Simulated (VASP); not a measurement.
# LaScF2 (P6/mmm) in VASP: notebook, part 2 of 3

VASP 6.6.1.

**4. Relaxation of cell and atoms, PBE**

INCAR

```
SYSTEM = LaScF2
PREC = Accurate ; ENCUT = 600
EDIFF = 1E-7 ; ISMEAR = 0
SIGMA = 0.1 ; LREAL = .False.
LASPH = .True. ; NELM = 100
ALGO = Normal ; ISIF = 3
LWAVE = .False. ; LCHARG = .False.
GGA = PE ; IBRION = 2
NSW = 90 ; EDIFFG = -0.04
```

KPOINTS

```
regular mesh
0
Gamma
  6 6 2
  0 0 0
```

POSCAR

```
LaScF2
1.0
    3.6379098500      0.0000000000      0.0000000000
   -1.8189549300      3.1505223500      0.0000000000
    0.0000000000      0.0000000000      7.6569771400
La Sc F
1 1 2
Direct
    0.0000000000      0.0000000000      0.5000000000
    0.0000000000      0.0000000000      0.0000000000
    0.0000000000      0.0000000000      0.2545583300
    0.0000000000      0.0000000000      0.7454416700
```

Potentials or basis: VASP PAW PBE potentials, release 64 (La, Sc_sv, F).

Launch:

```sh
cat potpaw_PBE.64/La/POTCAR potpaw_PBE.64/Sc_sv/POTCAR potpaw_PBE.64/F/POTCAR > POTCAR
mpirun -np 1 vasp_std > vasp.out
```

OUTCAR:

```text
SYSTEM = LaScF2
   PREC = Accurate
   ENCUT = 600
   EDIFF = 1E-7
   ISMEAR = 0
   LREAL = .False.
   LASPH = .True.
   NELM = 100
   ISIF = 3
   GGA = PE
   IBRION = 2
   NSW = 90
   EDIFFG = -0.04

 ion  position               nearest neighbor table
   1  0.000  0.000  0.500-   3 1.88   4 1.88
   2  0.000  0.000  0.000-   3 1.95   4 1.95
   3  0.000  0.000  0.255-   1 1.88   2 1.95
   4  0.000  0.000  0.745-   1 1.88   2 1.95

  LATTYP: Found a hexagonal cell.
 ALAT       =     3.6379098500
 C/A-ratio  =     2.1047737453

  Lattice vectors:

 A1 = (   3.6379098500,   0.0000000000,   0.0000000000)
 A2 = (  -1.8189549300,   3.1505223500,   0.0000000000)
 A3 = (   0.0000000000,   0.0000000000,   7.6569771400)

Analysis of symmetry for initial positions (statically):
=====================================================================
 Subroutine PRICEL returns:
 Original cell was already a primitive cell.

 Routine SETGRP: Setting up the symmetry group for a
 hexagonal supercell.

 Subroutine GETGRP returns: Found 24 space group operations
 (whereof 24 operations were pure point group operations)
 out of a pool of 24 trial point group operations.

The static configuration has the point symmetry D_6h.

Analysis of symmetry for dynamics (positions and initial velocities):
=====================================================================
 Subroutine PRICEL returns:
 Original cell was already a primitive cell.

 Routine SETGRP: Setting up the symmetry group for a
 hexagonal supercell.

 Subroutine GETGRP returns: Found 24 space group operations
 (whereof 24 operations were pure point group operations)
 out of a pool of 24 trial point group operations.

The dynamic configuration has the point symmetry D_6h.

 Subroutine INISYM returns: Found 24 space group operations
 (whereof 24 operations are pure point group operations),
 and found     1 'primitive' translations

----------------------------------------------------------------------------------------

                                     Primitive cell

  volume of cell :      87.7590

  direct lattice vectors                    reciprocal lattice vectors
     3.637909850  0.000000000  0.000000000     0.274883117  0.158703842  0.000000000
    -1.818954930  3.150522350  0.000000000     0.000000000  0.317407683  0.000000000
     0.000000000  0.000000000  7.656977140     0.000000000  0.000000000  0.130599841

  length of vectors
     3.637909850  3.637909855  7.656977140     0.317407684  0.317407683  0.130599841

  position of ions in fractional coordinates (direct lattice)
     0.000000000  0.000000000  0.500000000
     0.000000000  0.000000000  0.000000000
     0.000000000  0.000000000  0.254558330
     0.000000000  0.000000000  0.745441670

  ion indices of the primitive-cell ions
   primitive index   ion index
                 1           1
                 2           2
                 3           3
                 4           4

----------------------------------------------------------------------------------------

 KPOINTS: regular mesh

Automatic generation of k-mesh.
 Grid dimensions read from file:
 generate k-points for:    6    6    2

 Generating k-lattice:
[... 40 lines left out ...]
   NGXF,Y,Z  is equivalent  to a cutoff of  27.42, 27.42, 27.79 a.u.
 SYSTEM =  LaScF2
   PREC   = accura    normal or accurate (medium, high low for compatibility)
   ISTART =      0    job   : 0-new  1-cont  2-samecut
   ICHARG =      2    charge: 1-file 2-atom 10-const
   ISPIN  =      1    spin polarized calculation?
   LNONCOLLINEAR =      F non collinear calculations
   LSORBIT =      F    spin-orbit coupling
   LASPH  =      T    aspherical Exc in radial PAW
   ENCUT  =  600.0 eV  44.10 Ry    6.64 a.u.   7.27  7.27 15.29*2*pi/ulx,y,z
   NELM   =    100;   NELMIN=  2; NELMDL= -5     # of ELM steps
   EDIFF  = 0.1E-06   stopping-criterion for ELM
   LREAL  =      F    real-space projection
   EDIFFG = -.4E-01   stopping-criterion for IOM
   NSW    =     90    number of steps for IOM
   IBRION =      2    ionic relax: 0-MD 1-quasi-New 2-CG
   NFREE  =      1    steps in history (QN), initial steepest desc. (CG)
   ISIF   =      3    stress and relaxation
   ISYM   =      2    0-nonsym 1-usesym 2-fastsym
   POTIM  = 0.5000    time-step for ionic-motion
   TEBEG  =    0.0;   TEEND  =   0.0 temperature during run
   PSTRESS=    0.0 pullay stress
   NELECT =      36.0000    total number of electrons
   NUPDOWN=      -1.0000    fix difference up-down
   EMIN   =  10.00;   EMAX   =-10.00  energy-range for DOS
   EFERMI =   0.00;   METHOD = LEGACY
   ISMEAR =     0;   SIGMA  =   0.10  broadening in eV -4-tet -1-fermi 0-gaus
   EFERMI_NEDOS =   21; number of points for ismear=-14 and -15
   IALGO  =     38    algorithm
   IMIX   =      4    mixing-type and parameters
     AMIX     =   0.40;   BMIX     =  1.00
     AMIX_MAG =   1.60;   BMIX_MAG =  1.00
  volume/ion in A,a.u.               =      21.94       148.06
  Fermi-wavevector in a.u.,A,eV,Ry     =   1.216406  2.298673 20.131757  1.479642
  Thomas-Fermi vector in A             =   2.351760
   LORBIT       =      0    0 simple, 1 ext, 2 COOP (PROOUT), +10 PAW based schemes
   GGA     = PE    functional components
   LHFCALC =     F    Hartree Fock is set to
   AEXX    =    0.0000 exact exchange contribution
   IVDW    =     0    specifies the selected vdW correction
   LEPSILON=     F    determine dielectric tensor
   LRPA    =     F    only Hartree local field effects (RPA)
 conjugate gradient relaxation of ions
 non-spin polarized calculation
 Gauss-broadening in eV      SIGMA  =   0.10
  energy-cutoff  :      600.00
  volume of cell :       87.76
 maximum number of plane-waves:      2952
 NGX is ok and might be reduce to    30
   NGX = 15   NGY = 15   NGZ = 31

--------------------------------------- Ionic step        1  -------------------------------------------

 number of electron      35.9999986 magnetization

 Free energy of the ion-electron system (eV)
  ---------------------------------------------------
  ext. energy  EPLUGINS =         0.00000000
  ---------------------------------------------------
  free energy    TOTEN  =       -20.45125340 eV

  energy without entropy =      -20.43611479  energy(sigma->0) =      -20.44368409

 E-fermi :   5.4753     XC(G=0):  -9.0412

 val. band max:        5.4292968080   @ k =   0.1667   0.1667   0.0000
 cond. band min:       5.5615823309   @ k =   0.1667   0.1667   0.5000
 fundamental gap:      0.1322855228
 Fermi energy:         5.4752609953

 k-point     1 :       0.0000    0.0000    0.0000
  band No.  band energies     occupation
      1     -45.3030      2.00000
      2     -28.0091      2.00000
      3     -25.2208      2.00000
      4     -23.7698      2.00000
      5     -23.7698      2.00000
      6     -22.4508      2.00000
[... 376 lines left out ...]
--------------------------------------- Ionic step        2  -------------------------------------------

 number of electron      35.9999985 magnetization

------------------------ aborting loop EDIFF was not reached (unconverged)  ----------------------------

  FORCE on cell =-STRESS in cart. coord.  units (eV):
  Direction    XX          YY          ZZ          XY          YZ          ZX
  --------------------------------------------------------------------------------------
  -------------------------------------------------------------------------------------
  Total       -1.1292912     -1.1292912    -33.2282917      0.0000000      0.0000000     -0.0000000
  in kB      -13.1246392    -13.1246392   -386.1797167      0.0000000      0.0000000     -0.0000000
  external PRESSURE =    -137.4763317 kB  Pullay stress =       0.0000000 kB
[... 57 lines left out ...]
  FREE ENERGIE OF THE ION-ELECTRON SYSTEM (eV)
  ---------------------------------------------------
  free  energy   TOTEN  =       -23.5781370031 eV

  energy  without entropy=      -23.5686586336  energy(sigma->0) =      -23.57339782

[... ionic steps 4 to 9 ...]

--------------------------------------- Ionic step       10  -------------------------------------------

 number of electron      36.0000018 magnetization

------------------------ aborting loop because EDIFF is reached ----------------------------------------
[... 71 lines left out ...]
--------------------------------------- Ionic step       12  -------------------------------------------

 number of electron      36.0000012 magnetization

 Free energy of the ion-electron system (eV)
  ---------------------------------------------------
  ext. energy  EPLUGINS =         0.00000000
  ---------------------------------------------------
  free energy    TOTEN  =       -23.87880189 eV

  energy without entropy =      -23.86417233  energy(sigma->0) =      -23.87148711

 E-fermi :   4.0210     XC(G=0):  -8.3473

 val. band max:        4.0024901684   @ k =   0.1667   0.1667   0.0000
 cond. band min:       4.0349794196   @ k =   0.1667   0.1667   0.5000
 fundamental gap:      0.0324892511
 Fermi energy:         4.0209911105

 k-point     1 :       0.0000    0.0000    0.0000
  band No.  band energies     occupation
      1     -46.8573      2.00000
      2     -29.3087      2.00000
      3     -25.8870      2.00000
      4     -25.3919      2.00000
      5     -25.3919      2.00000
      6     -21.4288      2.00000
[... 370 lines left out ...]
  FREE ENERGIE OF THE ION-ELECTRON SYSTEM (eV)
  ---------------------------------------------------
  free  energy   TOTEN  =       -23.8788018886 eV

  energy  without entropy=      -23.8641723287  energy(sigma->0) =      -23.87148711

 reached required accuracy - stopping structural energy minimisation
```

CONTCAR:

```text
LaScF2
   1.00000000000000
     3.7070199015644985   -0.0000000001108549    0.0000000000000000
    -1.8535099559732382    3.2103734105520947    0.0000000000000000
    -0.0000000000000000    0.0000000000000000    8.7053286744960214
  La              Sc              F
     1     1     2
Direct
     0.0000000000000000    0.0000000000000000    0.5000000000000000
     0.0000000000000000    0.0000000000000000    1.0000000000000000
     0.0000000000000000    0.0000000000000000    0.2307878311492168
     1.0000000000000000    0.0000000000000000    0.7692121688507830

  0.00000000E+00  0.00000000E+00  0.00000000E+00
  0.00000000E+00  0.00000000E+00  0.00000000E+00
  0.00000000E+00  0.00000000E+00  0.00000000E+00
  0.00000000E+00  0.00000000E+00  0.00000000E+00
```

Wall time 7.1 min (1 thread of Intel Xeon 6975P-C (Granite Rapids), shared host); peak memory 0.25 GiB.

What came out:

* Free energy: -23.8788 eV
* Relaxed volume: 25.90 Å³/atom
* Relaxed cell: a = 3.707 Å, b = 3.707 Å, c = 8.705 Å, α = 90.00°, β = 90.00°, γ = 120.00°
* Space group after relaxing (to 0.05 Å): P6/mmm (No. 191)
* Energy gained by relaxing: 856.9 meV/atom
* Ionic steps: 12
* Pressure after relaxing: 0.0 GPa
* Largest force after relaxing: 0.017 eV/Å
* Band gap on the k mesh: zero (band 18 reaches 4.09 eV, above the bottom of band 19 at 4.00 eV)

Forces in eV/Å, atoms in the order of the input:
```
La   0.000  0.000  0.000
Sc   0.000  0.000  0.000
F    0.000  0.000 -0.017
F    0.000  0.000  0.017
```

The path:
```tsv
step	energy change (eV)	largest force (eV/Å)	pressure (GPa)	volume (Å³)
1	0.0000	7.8996	28.08	87.76
2	1.5238	1.7779	-13.75	137.86
3	-3.1269	0.0132	-4.24	107.05
4	-3.3118	0.0852	-2.51	104.30
5	-3.4140	0.0379	1.40	99.86
6	-3.4180	0.0711	0.56	100.67
7	-3.4180	0.0619	0.82	100.41
8	-3.4244	0.0041	0.34	101.81
9	-3.4266	0.0747	-0.18	103.38
10	-3.4265	0.0129	0.23	103.70
11	-3.4274	0.0453	0.02	103.54
12	-3.4275	0.0166	0.00	103.60
```

Final structure:
```
La Sc F
1.0
     3.70702    0.00000    0.00000
    -1.85351    3.21037    0.00000
     0.00000    0.00000    8.70533
La Sc F
1 1 2
Cartesian
  0.0000 0.0000 4.3527
  0.0000 0.0000 8.7053
  0.0000 0.0000 2.0091
  3.7070 0.0000 6.6962
```

Caveat: the k points lie up to 0.36 Å⁻¹ apart in the final cell; the volume moved by over 15 % at a fixed basis, so the end points are rough; spin-orbit coupling is left out, which moves the levels of the heavy elements.

[end of part 2 of 3]
